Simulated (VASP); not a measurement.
# Tc3C (Fm-3m) in VASP: further runs

Runs on Tc3C. Level: LDA. Tasks: single point.

All numbers are computed with VASP 6.6.1; they aren't measurements. Logs are shortened: lines on timing, memory, paths and dates and some standing lists are left out, and cuts for length are marked.

### Step 1. The cell of the first run

It takes space group Fm-3m (No. 225, cubic). Conventional cell: a = 5.750 Å, b = 5.750 Å, c = 5.750 Å, α = 90.00°, β = 90.00°, γ = 90.00°. Within 3.3 Å of C (site symmetry m-3m) lie 14 Tc at 2.49 to 2.87 Å. Within 3.3 Å of Tc (site symmetry m-3m) lie 8 Tc at 2.49 Å and 6 C at 2.87 Å. Within 3.3 Å of Tc (site symmetry -43m) lie 4 C at 2.49 Å and 10 Tc at 2.49 to 2.87 Å.

### Step 2. Single point, LDA

The input, INCAR:

```
PREC     = Accurate       # precision mode
ENCUT    = 520            # plane-wave cutoff, eV
EDIFF    = 1E-7           # SCF threshold, eV
ISMEAR   = 1              # smearing method
SIGMA    = 0.05           # smearing width, eV
LREAL    = F              # projectors in reciprocal space
LASPH    = T              # aspherical terms in the spheres
NELM     = 100            # most SCF steps
ALGO     = Normal         # electronic algorithm
ISIF     = 2              # what is computed and relaxed
LWAVE    = F              # write WAVECAR
LCHARG   = F              # write CHGCAR
NBANDS   = 30             # bands
```

The input, KPOINTS:

```
regular mesh
0
Gamma
  7 7 7
```

The input, POSCAR:

```
Tc3C
1.0
    0.0000000000      2.8747912606      2.8747912606
    2.8747912606      0.0000000000      2.8747912606
    2.8747912606      2.8747912606      0.0000000000
C Tc
1 3
Direct
    0.0000000000      0.0000000000      0.0000000000
    0.5000000000      0.5000000000      0.5000000000
    0.2500000000      0.2500000000      0.2500000000
    0.7500000000      0.7500000000      0.7500000000
```

Potentials or basis: VASP PAW LDA potentials, release 64 (C, Tc_pv).

Command:

```sh
cat potpaw_LDA.64/C/POTCAR potpaw_LDA.64/Tc_pv/POTCAR > POTCAR
mpirun -np 1 vasp_std > vasp.out
```

OUTCAR:

```text
PREC = Accurate
   ENCUT = 520
   EDIFF = 1E-7
   ISMEAR = 1
   LREAL = F
   LASPH = T
   NELM = 100
   ISIF = 2

 ion  position               nearest neighbor table
   1  0.000  0.000  0.000-   4 2.49   4 2.49   4 2.49   3 2.49   4 2.49   3 2.49   3 2.49   3 2.49

   2  0.500  0.500  0.500-   3 2.49   3 2.49   3 2.49   3 2.49   4 2.49   4 2.49   4 2.49   4 2.49

   3  0.250  0.250  0.250-   1 2.49   1 2.49   1 2.49   1 2.49   2 2.49   2 2.49   2 2.49   2 2.49
                             4 2.87   4 2.87   4 2.87   4 2.87   4 2.87   4 2.87
   4  0.750  0.750  0.750-   2 2.49   2 2.49   2 2.49   1 2.49   2 2.49   1 2.49   1 2.49   1 2.49
                             3 2.87   3 2.87   3 2.87   3 2.87   3 2.87   3 2.87

  LATTYP: Found a face centered cubic cell.
 ALAT       =     5.7495825212

  Lattice vectors:

 A1 = (   0.0000000000,   2.8747912606,   2.8747912606)
 A2 = (   2.8747912606,   0.0000000000,   2.8747912606)
 A3 = (   2.8747912606,   2.8747912606,   0.0000000000)

Analysis of symmetry for initial positions (statically):
=====================================================================
 Subroutine PRICEL returns:
 Original cell was already a primitive cell.

 Routine SETGRP: Setting up the symmetry group for a
 face centered cubic supercell.

 Subroutine GETGRP returns: Found 48 space group operations
 (whereof 48 operations were pure point group operations)
 out of a pool of 48 trial point group operations.

The static configuration has the point symmetry O_h .

Analysis of symmetry for dynamics (positions and initial velocities):
=====================================================================
 Subroutine PRICEL returns:
 Original cell was already a primitive cell.

 Routine SETGRP: Setting up the symmetry group for a
 face centered cubic supercell.

 Subroutine GETGRP returns: Found 48 space group operations
 (whereof 48 operations were pure point group operations)
 out of a pool of 48 trial point group operations.

The dynamic configuration has the point symmetry O_h .

 Subroutine INISYM returns: Found 48 space group operations
 (whereof 48 operations are pure point group operations),
 and found     1 'primitive' translations

----------------------------------------------------------------------------------------

                                     Primitive cell
[... 88 lines left out ...]
   ENCUT  =  520.0 eV  38.22 Ry    6.18 a.u.   7.56  7.56  7.56*2*pi/ulx,y,z
   NELM   =    100;   NELMIN=  2; NELMDL= -5     # of ELM steps
   EDIFF  = 0.1E-06   stopping-criterion for ELM
   LREAL  =      F    real-space projection
   EDIFFG = 0.1E-05   stopping-criterion for IOM
   NSW    =      0    number of steps for IOM
   IBRION =     -1    ionic relax: 0-MD 1-quasi-New 2-CG
   NFREE  =      0    steps in history (QN), initial steepest desc. (CG)
   ISIF   =      2    stress and relaxation
   ISYM   =      2    0-nonsym 1-usesym 2-fastsym
   POTIM  = 0.5000    time-step for ionic-motion
   TEBEG  =    0.0;   TEEND  =   0.0 temperature during run
   PSTRESS=    0.0 pullay stress
   NELECT =      43.0000    total number of electrons
   NUPDOWN=      -1.0000    fix difference up-down
   EMIN   =  10.00;   EMAX   =-10.00  energy-range for DOS
   EFERMI =   0.00;   METHOD = LEGACY
   ISMEAR =     1;   SIGMA  =   0.05  broadening in eV -4-tet -1-fermi 0-gaus
   EFERMI_NEDOS =   21; number of points for ismear=-14 and -15
   IALGO  =     38    algorithm
   IMIX   =      4    mixing-type and parameters
     AMIX     =   0.40;   BMIX     =  1.00
     AMIX_MAG =   1.60;   BMIX_MAG =  1.00
  volume/ion in A,a.u.               =      11.88        80.17
  Fermi-wavevector in a.u.,A,eV,Ry     =   1.583488  2.992358 34.115697  2.507433
  Thomas-Fermi vector in A             =   2.683251
   LORBIT       =      0    0 simple, 1 ext, 2 COOP (PROOUT), +10 PAW based schemes
   GGA     = CA    functional components
   LHFCALC =     F    Hartree Fock is set to
   AEXX    =    0.0000 exact exchange contribution
   IVDW    =     0    specifies the selected vdW correction
   LEPSILON=     F    determine dielectric tensor
   LRPA    =     F    only Hartree local field effects (RPA)
 non-spin polarized calculation
 Methfessel and Paxton  Order N= 1 SIGMA  =   0.05
  energy-cutoff  :      520.00
  volume of cell :       47.52
 maximum number of plane-waves:      1299
 NGX is ok and might be reduce to    30
   NGX = 15   NGY = 15   NGZ = 15

 number of electron      42.9999986 magnetization

 Free energy of the ion-electron system (eV)
  ---------------------------------------------------
  ext. energy  EPLUGINS =         0.00000000
  ---------------------------------------------------
  free energy    TOTEN  =       -40.75910981 eV

  energy without entropy =      -40.75743667  energy(sigma->0) =      -40.75855210

 E-fermi :  13.1705     XC(G=0): -14.1212

 val. band max:       13.1653522728   @ k =   0.2857   0.1429   0.0000
 cond. band min:      13.1776497147   @ k =  -0.4286   0.4286   0.1429
 fundamental gap:      0.0122974419
 Fermi energy:        13.1705417632

 k-point     1 :       0.0000    0.0000    0.0000
  band No.  band energies     occupation
      1     -26.3517      2.00000
      2     -26.3517      2.00000
      3     -26.3517      2.00000
      4     -25.9245      2.00000
      5     -25.9245      2.00000
      6     -25.9245      2.00000
[... 649 lines left out ...]
     29      19.4503      0.00000
     30      20.3127      0.00000

------------------------ aborting loop because EDIFF is reached ----------------------------------------

  FORCE on cell =-STRESS in cart. coord.  units (eV):
  Direction    XX          YY          ZZ          XY          YZ          ZX
  --------------------------------------------------------------------------------------
  -------------------------------------------------------------------------------------
  Total        1.5589771      1.5589771      1.5589771      0.0000000     -0.0000000      0.0000000
  in kB       52.5655694     52.5655694     52.5655694      0.0000000     -0.0000000      0.0000000
  external PRESSURE =      52.5655694 kB  Pullay stress =       0.0000000 kB

 VOLUME and BASIS-vectors are now :
 -----------------------------------------------------------------------------
  energy-cutoff  :      520.00
  volume of cell :       47.52
      direct lattice vectors                 reciprocal lattice vectors
     0.000000000  2.874791261  2.874791261    -0.173925671  0.173925671  0.173925671
     2.874791261  0.000000000  2.874791261     0.173925671 -0.173925671  0.173925671
     2.874791261  2.874791261  0.000000000     0.173925671  0.173925671 -0.173925671

 POSITION                                       TOTAL-FORCE (eV/Angst)
 -----------------------------------------------------------------------------------
      0.00000      0.00000      0.00000        -0.000000      0.000000      0.000000
      2.87479      2.87479      2.87479        -0.000000      0.000000      0.000000
      1.43740      1.43740      1.43740         0.000000      0.000000      0.000000
      4.31219      4.31219      4.31219        -0.000000     -0.000000     -0.000000
 -----------------------------------------------------------------------------------
    total drift:                                0.000000     -0.000000      0.000000

  FREE ENERGIE OF THE ION-ELECTRON SYSTEM (eV)
  ---------------------------------------------------
  free  energy   TOTEN  =       -40.7591098106 eV

  energy  without entropy=      -40.7574366653  energy(sigma->0) =      -40.75855210
```

Wall time 22 s (1 thread of Intel Xeon Platinum 8488C (Sapphire Rapids), shared host); peak memory 0.16 GiB.

What came out:

```yaml
Free_energy: -40.7591 eV
Pressure: 5.3 GPa
Band_gap_on_the_k_mesh: zero (an odd number of electrons rules out a gap without spin polarisation)
```

Caveat: the cell stands under pressure.

### Step 3. Single point, LDA

This run uses another cell than the first one, of 12.06 Å³/atom.

The input, INCAR:

```
ALGO = Normal
EDIFF = 1E-7
ENCUT = 520
ISIF = 2
ISMEAR = 1
LASPH = True
LCHARG = False
LREAL = False
LWAVE = False
NBANDS = 30
NELM = 100
PREC = Accurate
SIGMA = 0.05
```

The input, KPOINTS:

```
k-points
0
Gamma
  7 7 7
```

The input, POSCAR:

```
Tc3C
1.0
    0.0000000000      2.8893106546      2.8893106546
    2.8893106546      0.0000000000      2.8893106546
    2.8893106546      2.8893106546      0.0000000000
C Tc
1 3
Direct
    0.0000000000      0.0000000000      0.0000000000
    0.5000000000      0.5000000000      0.5000000000
    0.2500000000      0.2500000000      0.2500000000
    0.7500000000      0.7500000000      0.7500000000
```

Potentials or basis: VASP PAW LDA potentials, release 64 (C, Tc_pv).

Command:

```sh
cat potpaw_LDA.64/C/POTCAR potpaw_LDA.64/Tc_pv/POTCAR > POTCAR
mpirun -np 1 vasp_std > vasp.out
```

Wall time 21 s (1 thread of Intel Xeon Platinum 8488C (Sapphire Rapids), shared host); peak memory 0.16 GiB.

It converged, with:

```yaml
Free_energy: -40.7724 eV
Pressure: 0.2 GPa
Band_gap_on_the_k_mesh: zero (an odd number of electrons rules out a gap without spin polarisation)
```

Levels at points of the mesh, in eV from the Fermi level:
```csv
k point,band 19,band 20,band 21,band 22,band 23,band 24
"(0.00, 0.00, 0.00)",-1.19,1.42,1.42,1.42,1.48,1.48
```

### Step 4. Single point, LDA

This run uses another cell than the first one, of 12.06 Å³/atom.

The input, INCAR:

```
SYSTEM = Tc3C
PREC = Accurate
ENCUT = 520
EDIFF = 1E-6
ISMEAR = 1
SIGMA = 0.05
LREAL = .FALSE.
LASPH = .TRUE.
NELM = 80
ALGO = Normal
ISIF = 2
LWAVE = .FALSE.
LCHARG = .FALSE.
NBANDS = 30
```

The input, KPOINTS:

```
regular mesh
0
G
  7 7 7
  0 0 0
```

POSCAR is that of step 3.

Command:

```sh
cat potpaw_LDA.64/C/POTCAR potpaw_LDA.64/Tc_pv/POTCAR > POTCAR
mpirun -np 1 vasp_std > vasp.out
```

Run time: 21 s. Hardware: 1 thread of Intel Xeon Platinum 8488C (Sapphire Rapids), shared host; peak memory 0.16 GiB.

Results (log left out):

```
Free energy            : -40.7724 eV
Pressure               : 0.3 GPa
Band gap on the k mesh : zero (an odd number of electrons rules out a gap without spin polarisation)
```

Levels at points of the mesh, in eV from the Fermi level:
| k point | band 17 | band 18 | band 19 | band 20 | band 21 | band 22 | band 23 | band 24 | band 25 | band 26 |
| --- | --- | --- | --- | --- | --- | --- | --- | --- | --- | --- |
| (0.00, 0.00, 0.00) | -3.06 | -3.06 | -1.19 | 1.42 | 1.42 | 1.42 | 1.48 | 1.48 | 2.21 | 2.21 |

### Step 5. Single point, LDA

This run uses another cell than the first one, of 12.24 Å³/atom.

The input, INCAR:

```
PREC = Accurate
ENCUT = 520
EDIFF = 1E-6
ISMEAR = 1
SIGMA = 0.05
LREAL = False
LASPH = True
NELM = 60
ALGO = Normal
ISIF = 2
LWAVE = False
LCHARG = True
GGA = CA
LELF = True
LVHAR = True
NBANDS = 30
```

The input, KPOINTS:

```
Automatic mesh
0
Gamma
  7 7 7
```

The input, POSCAR:

```
Tc3C
1.0
    0.0000000000      2.9036855711      2.9036855711
    2.9036855711      0.0000000000      2.9036855711
    2.9036855711      2.9036855711      0.0000000000
C Tc
1 3
Direct
    0.0000000000      0.0000000000      0.0000000000
    0.5000000000      0.5000000000      0.5000000000
    0.2500000000      0.2500000000      0.2500000000
    0.7500000000      0.7500000000      0.7500000000
```

Command:

```sh
cat potpaw_LDA.64/C/POTCAR potpaw_LDA.64/Tc_pv/POTCAR > POTCAR
mpirun -np 1 vasp_std > vasp.out
```

Wall time 19 s (1 thread of Intel Xeon Platinum 8488C (Sapphire Rapids), shared host); peak memory 0.16 GiB.

Results (log left out):

| Property | Result |
| --- | --- |
| Free energy | -40.7638 eV |
| Pressure | -4.4 GPa |
| Band gap on the k mesh | zero (an odd number of electrons rules out a gap without spin polarisation) |

Levels at points of the mesh, in eV from the Fermi level:
| k point | band 18 | band 19 | band 20 | band 21 | band 22 | band 23 | band 24 | band 25 |
| --- | --- | --- | --- | --- | --- | --- | --- | --- |
| (0.00, 0.00, 0.00) | -3.00 | -1.26 | 1.40 | 1.40 | 1.40 | 1.46 | 1.46 | 2.16 |

Caveat: the cell stands under tension.

### Step 6. The runs side by side

```csv
cell,gap on the mesh (eV),pressure (GPa)
"a = 4.066 Å, angles 60.0°, 4 atoms",none,5.3
"a = 4.086 Å, angles 60.0°, 4 atoms",none,0.3
"a = 4.106 Å, angles 60.0°, 4 atoms",none,-4.4
```

Alike in all rows: task single point; level LDA; potentials or basis VASP PAW LDA potentials, release 64 (C, Tc_pv); no spin polarisation; k mesh 7 × 7 × 7; cutoff (eV) 520; smearing methfessel-paxton 0.05 eV.

Caveats: the cell stands under pressure (at least some runs); the cell stands under tension (at least some runs).

Absolute energies hang on the potentials; compare differences alone.
